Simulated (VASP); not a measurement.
# NaCl (Fm-3m) in VASP: settings compared

Aim: see how the results for NaCl move with the level of theory and the settings. Levels: PBE, r2SCAN. Tasks: single point, relaxation of cell and atoms.

All numbers are computed with VASP 6.6.1; they aren't measurements. Logs are shortened: lines on timing, memory, paths and dates and some standing lists are left out, and cuts for length are marked.

## (1) The cell of the first run

It takes space group Fm-3m (No. 225, cubic). Conventional cell: a = 5.808 Å, b = 5.808 Å, c = 5.808 Å, α = 90.00°, β = 90.00°, γ = 90.00°. Within 3.8 Å of Na (site symmetry m-3m) lie 6 Cl at 2.90 Å. Within 3.8 Å of Cl (site symmetry m-3m) lie 6 Na at 2.90 Å.

## (2) Single point, PBE (24.49 Å³/atom)

INCAR reads:

```
SYSTEM = NaCl
ALGO     = Normal         ! electronic algorithm
EDIFF    = 1E-6           ! SCF threshold, eV
ENCUT    = 520            ! plane-wave cutoff, eV
GGA      = PE             ! functional
ISIF     = 2              ! what is computed and relaxed
ISMEAR   = 0              ! smearing method
LASPH    = .TRUE.         ! aspherical terms in the spheres
LCHARG   = .TRUE.         ! write CHGCAR
LELF     = .TRUE.         ! ELF
LREAL    = .FALSE.        ! projectors in reciprocal space
LVHAR    = .TRUE.       
LWAVE    = .FALSE.        ! write WAVECAR
NBANDS   = 14             ! bands
NELM     = 100            ! most SCF steps
PREC     = Accurate       ! precision mode
SIGMA    = 0.02           ! smearing width, eV
```

KPOINTS reads:

```
k-points
0
G
  8 8 8
  0 0 0
```

POSCAR reads:

```
NaCl
1.0
    0.0000000000      2.9040302484      2.9040302484
    2.9040302484      0.0000000000      2.9040302484
    2.9040302484      2.9040302484      0.0000000000
Na Cl
1 1
Direct
    0.5000000000      0.5000000000      0.5000000000
    0.0000000000      0.0000000000      0.0000000000
```

Potentials or basis: VASP PAW PBE potentials, release 64 (Na_pv, Cl).

The run is started by

```
$ cat potpaw_PBE.64/Na_pv/POTCAR potpaw_PBE.64/Cl/POTCAR > POTCAR
$ mpirun -np 1 vasp_std > vasp.out
```

OUTCAR:

```text
SYSTEM = NaCl
   EDIFF = 1E-6
   ENCUT = 520
   GGA = PE
   ISIF = 2
   ISMEAR = 0
   LASPH = .TRUE.
   LREAL = .FALSE.
   NELM = 100
   PREC = Accurate

 ion  position               nearest neighbor table
   1  0.500  0.500  0.500-
   2  0.000  0.000  0.000-

  LATTYP: Found a face centered cubic cell.
 ALAT       =     5.8080604968

  Lattice vectors:

 A1 = (   0.0000000000,   2.9040302484,   2.9040302484)
 A2 = (   2.9040302484,   0.0000000000,   2.9040302484)
 A3 = (   2.9040302484,   2.9040302484,   0.0000000000)

Analysis of symmetry for initial positions (statically):
=====================================================================
 Subroutine PRICEL returns:
 Original cell was already a primitive cell.

 Routine SETGRP: Setting up the symmetry group for a
 face centered cubic supercell.

 Subroutine GETGRP returns: Found 48 space group operations
 (whereof 48 operations were pure point group operations)
 out of a pool of 48 trial point group operations.

The static configuration has the point symmetry O_h .

Analysis of symmetry for dynamics (positions and initial velocities):
=====================================================================
 Subroutine PRICEL returns:
 Original cell was already a primitive cell.

 Routine SETGRP: Setting up the symmetry group for a
 face centered cubic supercell.

 Subroutine GETGRP returns: Found 48 space group operations
 (whereof 48 operations were pure point group operations)
 out of a pool of 48 trial point group operations.

The dynamic configuration has the point symmetry O_h .

 Subroutine INISYM returns: Found 48 space group operations
 (whereof 48 operations are pure point group operations),
 and found     1 'primitive' translations

----------------------------------------------------------------------------------------

                                     Primitive cell

  volume of cell :      48.9816

  direct lattice vectors                    reciprocal lattice vectors
     0.000000000  2.904030248  2.904030248    -0.172174515  0.172174515  0.172174515
     2.904030248  0.000000000  2.904030248     0.172174515 -0.172174515  0.172174515
     2.904030248  2.904030248  0.000000000     0.172174515  0.172174515 -0.172174515

  length of vectors
     4.106918963  4.106918963  4.106918963     0.298215008  0.298215008  0.298215008

  position of ions in fractional coordinates (direct lattice)
     0.500000000  0.500000000  0.500000000
     0.000000000  0.000000000  0.000000000

  ion indices of the primitive-cell ions
   primitive index   ion index
                 1           1
                 2           2

----------------------------------------------------------------------------------------

 KPOINTS: k-points

Automatic generation of k-mesh.
 Grid dimensions read from file:
 generate k-points for:    8    8    8

 Generating k-lattice:

  Cartesian coordinates                     Fractional coordinates (reciprocal lattice)
    -0.021521814  0.021521814  0.021521814     0.125000000  0.000000000  0.000000000
     0.021521814 -0.021521814  0.021521814     0.000000000  0.125000000  0.000000000
     0.021521814  0.021521814 -0.021521814     0.000000000  0.000000000  0.125000000

  Length of vectors
     0.037276876  0.037276876  0.037276876

  Shift w.r.t. Gamma in fractional coordinates (k-lattice)
     0.000000000  0.000000000  0.000000000

 Subroutine IBZKPT returns following result:
 ===========================================

 Found     29 irreducible k-points:

 Following reciprocal coordinates:
            Coordinates               Weight
  0.000000  0.000000  0.000000      1.000000
  0.125000  0.000000  0.000000      8.000000
  0.250000  0.000000  0.000000      8.000000
  0.375000  0.000000  0.000000      8.000000
  0.500000  0.000000  0.000000      4.000000
  0.125000  0.125000  0.000000      6.000000
[... 16 lines left out ...]
  0.500000  0.250000  0.125000     48.000000
 -0.375000  0.250000  0.125000     24.000000
 [... further k-points ...]
   k-points           NKPTS =     29   k-points in BZ     NKDIM =     29   number of bands    NBANDS=     14
   number of dos      NEDOS =    301   number of ions     NIONS =      2
   total plane-waves  NPLWV =  32768
   dimension x,y,z NGX =    32 NGY =   32 NGZ =   32
   dimension x,y,z NGXF=    64 NGYF=   64 NGZF=   64
   ions per type =               1   1
   NGX,Y,Z   is equivalent  to a cutoff of  12.95, 12.95, 12.95 a.u.
   NGXF,Y,Z  is equivalent  to a cutoff of  25.91, 25.91, 25.91 a.u.
 SYSTEM =  NaCl
   PREC   = accura    normal or accurate (medium, high low for compatibility)
   ISTART =      0    job   : 0-new  1-cont  2-samecut
   ICHARG =      2    charge: 1-file 2-atom 10-const
   ISPIN  =      1    spin polarized calculation?
   LNONCOLLINEAR =      F non collinear calculations
   LSORBIT =      F    spin-orbit coupling
   LASPH  =      T    aspherical Exc in radial PAW
   ENCUT  =  520.0 eV  38.22 Ry    6.18 a.u.   7.64  7.64  7.64*2*pi/ulx,y,z
   NELM   =    100;   NELMIN=  2; NELMDL= -5     # of ELM steps
   EDIFF  = 0.1E-05   stopping-criterion for ELM
   LREAL  =      F    real-space projection
   EDIFFG = 0.1E-04   stopping-criterion for IOM
   NSW    =      0    number of steps for IOM
   IBRION =     -1    ionic relax: 0-MD 1-quasi-New 2-CG
   NFREE  =      0    steps in history (QN), initial steepest desc. (CG)
   ISIF   =      2    stress and relaxation
   ISYM   =      2    0-nonsym 1-usesym 2-fastsym
   POTIM  = 0.5000    time-step for ionic-motion
   TEBEG  =    0.0;   TEEND  =   0.0 temperature during run
   PSTRESS=    0.0 pullay stress
   NELECT =      14.0000    total number of electrons
   NUPDOWN=      -1.0000    fix difference up-down
   EMIN   =  10.00;   EMAX   =-10.00  energy-range for DOS
   EFERMI =   0.00;   METHOD = LEGACY
   ISMEAR =     0;   SIGMA  =   0.02  broadening in eV -4-tet -1-fermi 0-gaus
   EFERMI_NEDOS =   21; number of points for ismear=-14 and -15
   IALGO  =     38    algorithm
   IMIX   =      4    mixing-type and parameters
     AMIX     =   0.40;   BMIX     =  1.00
     AMIX_MAG =   1.60;   BMIX_MAG =  1.00
  volume/ion in A,a.u.               =      24.49       165.27
  Fermi-wavevector in a.u.,A,eV,Ry     =   1.078383  2.037848 15.822350  1.162910
  Thomas-Fermi vector in A             =   2.214320
   LORBIT       =      0    0 simple, 1 ext, 2 COOP (PROOUT), +10 PAW based schemes
   GGA     = PE    functional components
   LHFCALC =     F    Hartree Fock is set to
   AEXX    =    0.0000 exact exchange contribution
   IVDW    =     0    specifies the selected vdW correction
   LEPSILON=     F    determine dielectric tensor
   LRPA    =     F    only Hartree local field effects (RPA)
 non-spin polarized calculation
 Gauss-broadening in eV      SIGMA  =   0.02
  energy-cutoff  :      520.00
  volume of cell :       48.98
 maximum number of plane-waves:      1363
   NGX = 15   NGY = 15   NGZ = 15

 number of electron      13.9999994 magnetization

 Free energy of the ion-electron system (eV)
  ---------------------------------------------------
  ext. energy  EPLUGINS =         0.00000000
  ---------------------------------------------------
  free energy    TOTEN  =        -6.76705474 eV

  energy without entropy =       -6.76705474  energy(sigma->0) =       -6.76705474

 E-fermi :  -1.0679     XC(G=0):  -7.7968

 val. band max:       -1.2093264559   @ k =   0.0000   0.0000   0.0000
 cond. band min:       3.5775133990   @ k =   0.0000   0.0000   0.0000
 fundamental gap:      4.7868398549
 Fermi energy:        -1.0678724720

 k-point     1 :       0.0000    0.0000    0.0000
  band No.  band energies     occupation
      1     -22.2134      2.00000
      2     -22.2134      2.00000
      3     -22.2134      2.00000
      4     -13.6863      2.00000
      5      -1.2093      2.00000
      6      -1.2093      2.00000
      7      -1.2093      2.00000
      8       3.5775      0.00000
      9       9.8066      0.00000
     10       9.8066      0.00000
     11       9.8066      0.00000
     12      11.8575      0.00000
     13      11.8575      0.00000
     14      13.3177      0.00000

 k-point     2 :       0.1250    0.0000    0.0000
  band No.  band energies     occupation
      1     -22.2162      2.00000
      2     -22.2136      2.00000
      3     -22.2136      2.00000
      4     -13.6501      2.00000
      5      -1.5296      2.00000
      6      -1.2429      2.00000
      7      -1.2429      2.00000
      8       4.0374      0.00000
      9       9.2524      0.00000
     10       9.9752      0.00000
     11       9.9752      0.00000
     12      11.5601      0.00000
     13      11.5601      0.00000
     14      14.0943      0.00000

 k-point     3 :       0.2500    0.0000    0.0000
  band No.  band energies     occupation
      1     -22.2229      2.00000
      2     -22.2141      2.00000
      3     -22.2141      2.00000
      4     -13.5607      2.00000
      5      -2.1640      2.00000
      6      -1.3217      2.00000
      7      -1.3217      2.00000
      8       4.9959      0.00000
      9       8.5856      0.00000
     10       9.9967      0.00000
     11       9.9967      0.00000
     12      11.7515      0.00000
     13      11.7515      0.00000
     14      13.7115      0.00000
[... 324 lines left out ...]
 k-point    23 :       0.5000    0.2500    0.1250
  band No.  band energies     occupation
      1     -22.2273      2.00000
      2     -22.2185      2.00000
      3     -22.2158      2.00000
      4     -13.4319      2.00000
      5      -2.5411      2.00000
      6      -1.7939      2.00000
      7      -1.5112      2.00000
      8       6.5979      0.00000
      9       8.0434      0.00000
     10       8.5150      0.00000
     11      10.3621      0.00000
     12      12.1408      0.00000
     13      14.2472      0.00000
     14      14.8480      0.00000

 k-point    24 :      -0.3750    0.2500    0.1250
  band No.  band energies     occupation
      1     -22.2287      2.00000
      2     -22.2189      2.00000
      3     -22.2164      2.00000
      4     -13.4027      2.00000
      5      -2.6409      2.00000
      6      -1.8598      2.00000
      7      -1.5572      2.00000
      8       6.8882      0.00000
      9       7.9101      0.00000
     10       8.7244      0.00000
     11      10.1903      0.00000
     12      12.6824      0.00000
     13      13.8325      0.00000
     14      14.9342      0.00000

 [... further k-points ...]

------------------------ aborting loop because EDIFF is reached ----------------------------------------

  FORCE on cell =-STRESS in cart. coord.  units (eV):
  Direction    XX          YY          ZZ          XY          YZ          ZX
  --------------------------------------------------------------------------------------
  -------------------------------------------------------------------------------------
  Total       -0.3778997     -0.3778997     -0.3778997      0.0000000      0.0000000      0.0000000
  in kB      -12.3610043    -12.3610043    -12.3610043      0.0000000      0.0000000      0.0000000
  external PRESSURE =     -12.3610043 kB  Pullay stress =       0.0000000 kB

 VOLUME and BASIS-vectors are now :
 -----------------------------------------------------------------------------
  energy-cutoff  :      520.00
  volume of cell :       48.98
      direct lattice vectors                 reciprocal lattice vectors
     0.000000000  2.904030248  2.904030248    -0.172174515  0.172174515  0.172174515
     2.904030248  0.000000000  2.904030248     0.172174515 -0.172174515  0.172174515
     2.904030248  2.904030248  0.000000000     0.172174515  0.172174515 -0.172174515

 POSITION                                       TOTAL-FORCE (eV/Angst)
 -----------------------------------------------------------------------------------
      2.90403      2.90403      2.90403         0.000000      0.000000      0.000000
      0.00000      0.00000      0.00000         0.000000     -0.000000     -0.000000
 -----------------------------------------------------------------------------------
    total drift:                                0.000000     -0.000000      0.000000

  FREE ENERGIE OF THE ION-ELECTRON SYSTEM (eV)
  ---------------------------------------------------
  free  energy   TOTEN  =        -6.7670547417 eV

  energy  without entropy=       -6.7670547417  energy(sigma->0) =       -6.76705474
```

Wall time 26 s (1 thread of Intel Xeon 8259CL, shared host); peak memory 0.17 GiB.

What came out:

| Quantity | Value |
| --- | --- |
| Free energy | -6.7671 eV |
| Pressure | -1.2 GPa |
| Band gap on the k mesh | 4.79 eV |

A k mesh can miss the band edges.

## (3) Single point, PBE (25.42 Å³/atom)

This run uses another cell than the first one, of 25.42 Å³/atom.

INCAR reads:

```
PREC = Accurate
ENCUT = 520
EDIFF = 1E-7
ISMEAR = 0
SIGMA = 0.02
LREAL = False
LASPH = True
NELM = 100
ALGO = Normal
ISIF = 2
LWAVE = False
LCHARG = False
GGA = PE
NBANDS = 14
```

KPOINTS reads:

```
Automatic mesh
0
Gamma
  8 8 8
```

POSCAR reads:

```
NaCl
1.0
    0.0000000000      2.9401088473      2.9401088473
    2.9401088473      0.0000000000      2.9401088473
    2.9401088473      2.9401088473      0.0000000000
Na Cl
1 1
Direct
    0.5000000000      0.5000000000      0.5000000000
    0.0000000000      0.0000000000      0.0000000000
```

Potentials or basis: VASP PAW PBE potentials, release 64 (Na_pv, Cl).

The run is started by

```
$ cat potpaw_PBE.64/Na_pv/POTCAR potpaw_PBE.64/Cl/POTCAR > POTCAR
$ mpirun -np 1 vasp_std > vasp.out
```

OUTCAR:

```text
PREC = Accurate
   ENCUT = 520
   EDIFF = 1E-7
   ISMEAR = 0
   LREAL = False
   LASPH = True
   NELM = 100
   ISIF = 2
   GGA = PE

 ion  position               nearest neighbor table
   1  0.500  0.500  0.500-
   2  0.000  0.000  0.000-

  LATTYP: Found a face centered cubic cell.
 ALAT       =     5.8802176946

  Lattice vectors:

 A1 = (   0.0000000000,   2.9401088473,   2.9401088473)
 A2 = (   2.9401088473,   0.0000000000,   2.9401088473)
[... 592 lines left out ...]

------------------------ aborting loop because EDIFF is reached ----------------------------------------

  FORCE on cell =-STRESS in cart. coord.  units (eV):
  Direction    XX          YY          ZZ          XY          YZ          ZX
  --------------------------------------------------------------------------------------
  -------------------------------------------------------------------------------------
  Total       -0.5861887     -0.5861887     -0.5861887      0.0000000      0.0000000      0.0000000
  in kB      -18.4768450    -18.4768450    -18.4768450      0.0000000      0.0000000      0.0000000
  external PRESSURE =     -18.4768450 kB  Pullay stress =       0.0000000 kB

 VOLUME and BASIS-vectors are now :
 -----------------------------------------------------------------------------
  energy-cutoff  :      520.00
  volume of cell :       50.83
      direct lattice vectors                 reciprocal lattice vectors
     0.000000000  2.940108847  2.940108847    -0.170061731  0.170061731  0.170061731
     2.940108847  0.000000000  2.940108847     0.170061731 -0.170061731  0.170061731
     2.940108847  2.940108847  0.000000000     0.170061731  0.170061731 -0.170061731

 POSITION                                       TOTAL-FORCE (eV/Angst)
 -----------------------------------------------------------------------------------
      2.94011      2.94011      2.94011         0.000000      0.000000      0.000000
      0.00000      0.00000      0.00000         0.000000      0.000000      0.000000
 -----------------------------------------------------------------------------------
    total drift:                                0.000000     -0.000000      0.000000

  FREE ENERGIE OF THE ION-ELECTRON SYSTEM (eV)
  ---------------------------------------------------
  free  energy   TOTEN  =        -6.7496309069 eV

  energy  without entropy=       -6.7496309069  energy(sigma->0) =       -6.74963091
```

stdout:

```text
POSCAR found type information on POSCAR NaCl
 POSCAR found :  2 types and       2 ions
 scaLAPACK will be used
 LDA part: xc-table for (Slater+PW92), standard interpolation
 POSCAR, INCAR and KPOINTS ok, starting setup
 FFT: planning ... GRIDC
 FFT: planning ... GRID_SOFT
 FFT: planning ... GRID
 WAVECAR not read
 entering main loop
```

Wall time 31 s (1 thread of Intel Xeon 8259CL, shared host); peak memory 0.17 GiB.

What came out:

```yaml
Free_energy: -6.7496 eV
Pressure: -1.8 GPa
Band_gap_on_the_k_mesh: 4.66 eV
```

Levels at points of the mesh, in eV from the valence-band top:
```csv
k point,band 4,band 5,band 6,band 7,band 8,band 9,band 10,band 11
"(0.00, 0.00, 0.00)",-12.41,0.00,0.00,0.00,4.66,10.96,10.96,10.96
"(0.50, 0.00, 0.00)",-12.18,-1.58,-0.20,-0.20,7.04,9.64,10.65,10.65
"(0.50, 0.50, 0.00)",-12.14,-1.35,-0.48,-0.48,7.16,8.14,10.47,13.69
```

A k mesh can miss the band edges.

[end of part 1 of 2]
